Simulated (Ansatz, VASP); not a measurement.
One calculation of MnS, two programs

```xyz
2
Lattice="0.0000 2.4569 2.4569 2.4569 0.0000 2.4569 2.4569 2.4569 0.0000" Properties=species:S:1:pos:R:3 pbc="T T T"
Mn    0.0000    0.0000    0.0000
S     3.6853    3.6853    3.6853
```

Alike in both runs: task single point; functional RPBE; dispersion D3(BJ); k mesh 9 × 9 × 9; occupations fermi-dirac, width 0.05 eV; collinear spin.

```csv
,VASP,Ansatz
version,VASP 6.6.1,Ansatz 0.2.0
potentials or method,"VASP PAW PBE potentials, release 64 (Mn_pv, S)",Ansatz PAW
plane-wave cutoff (eV),520,420
valence electrons in the cell,19,21
```

|  | VASP | Ansatz | Ansatz less VASP |
| --- | --- | --- | --- |
| gap on the k mesh at the Fermi level (eV) | none | none | - |
| pressure (GPa) | -16.5 | -16.4 | +0.16 |
| net moment per atom (μB) | 0.10 | 0.10 | +0.002 |
| size of the moment on the site where the two differ most (μB) | 0.19 | 0.17 | -0.019 |

VASP's potentials were made for PBE, not for RPBE. Site moments also hang on the region over which each program counts them. A gap of «none» marks a metal or a gap that the smearing closes. VASP's potentials hold 19 valence electrons a cell and Ansatz's 21, so a difference there can come from the potentials and not from the codes.
